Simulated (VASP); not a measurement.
Here is a VASP 6.6.1 calculation.

The input INCAR:

```
SYSTEM = Mg
PREC     = Accurate       ! precision mode
ENCUT    = 600            ! plane-wave cutoff, eV
EDIFF    = 1E-6           ! SCF threshold, eV
ISMEAR   = -1             ! smearing method
SIGMA    = 0.1            ! smearing width, eV
LREAL    = .FALSE.        ! projectors in reciprocal space
LASPH    = .TRUE.         ! aspherical terms in the spheres
NELM     = 60             ! most SCF steps
ALGO     = Normal         ! electronic algorithm
ISIF     = 4              ! what is computed and relaxed
LWAVE    = .FALSE.        ! write WAVECAR
LCHARG   = .FALSE.        ! write CHGCAR
GGA      = PE             ! functional
IBRION   = 2              ! ionic algorithm
NSW      = 50             ! ionic steps
EDIFFG   = -0.005         ! ionic threshold
```

The input KPOINTS:

```
Automatic mesh
0
G
  15 15 8
  0 0 0
```

The input POSCAR:

```
Mg
1.0
    2.4593776569      0.0000000000      0.0000000000
   -1.2296888285      2.1298835284      0.0000000000
    0.0000000000      0.0000000000      3.9430056823
Mg
2
Direct
    0.3333333333      0.6666666667      0.2500000000
    0.6666666667      0.3333333333      0.7500000000
```

Potentials or basis: VASP PAW PBE potentials, release 64 (Mg).

Launch:

```sh
$ cat potpaw_PBE.64/Mg/POTCAR > POTCAR
$ mpirun -np 1 vasp_std > vasp.out
```

Predict the band gap on the k mesh.

zero (bands 2 and 3 overlap by 2.40 eV).

Final structure:
```yaml
crystal:
  lattice:
    - [2.45242, 0.00000, 0.00000]
    - [-1.22621, 2.12386, 0.00000]
    - [0.00000, 0.00000, 3.96541]
  atoms:
    - { symbol: Mg, position: [0.33333, 0.66667, 0.25000] }
    - { symbol: Mg, position: [0.66667, 0.33333, 0.75000] }
```
